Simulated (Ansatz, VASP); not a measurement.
## One calculation of Al5As, two programs

```xyz
6
Lattice="0.0000 4.5881 4.5881 4.5881 0.0000 4.5881 4.5881 4.5881 0.0000" Properties=species:S:1:pos:R:3 pbc="T T T"
Al    5.4987    3.6775    5.4987
Al    3.6775    3.6775    3.6775
Al    3.6775    5.4987    5.4987
Al    5.4987    5.4987    3.6775
Al    0.0000    0.0000    0.0000
As    2.2941    2.2941    2.2941
```

Alike in both runs: functional PBE; k mesh 8 × 8 × 8; occupations gaussian, width 0.1 eV; no spin polarisation.

Ansatz relaxed the structure, and its values are those at the end. VASP's run is a single point on that final structure, the one shown.

```csv
,VASP,Ansatz
version,VASP 6.6.1,Ansatz 0.2.0
potentials or method,"VASP PAW PBE potentials, release 64 (Al, As), cutoff 520 eV","scalar-relativistic, plane waves, PAW"
valence electrons in the cell,20,30
```

```csv
,VASP,Ansatz,Ansatz less VASP
gap on the k mesh at the Fermi level (eV),none,none,-
pressure (GPa),0.0,0.0,-0.04
rms of the force components (eV/Å),0.013,0.005,-0.0075
```

A gap of «none» marks a metal or a gap that the smearing closes. The functional is the same, so the differences come from potentials, cutoffs and numerics. VASP's potentials hold 20 valence electrons a cell and Ansatz's 30, so a difference there can come from the potentials and not from the codes.
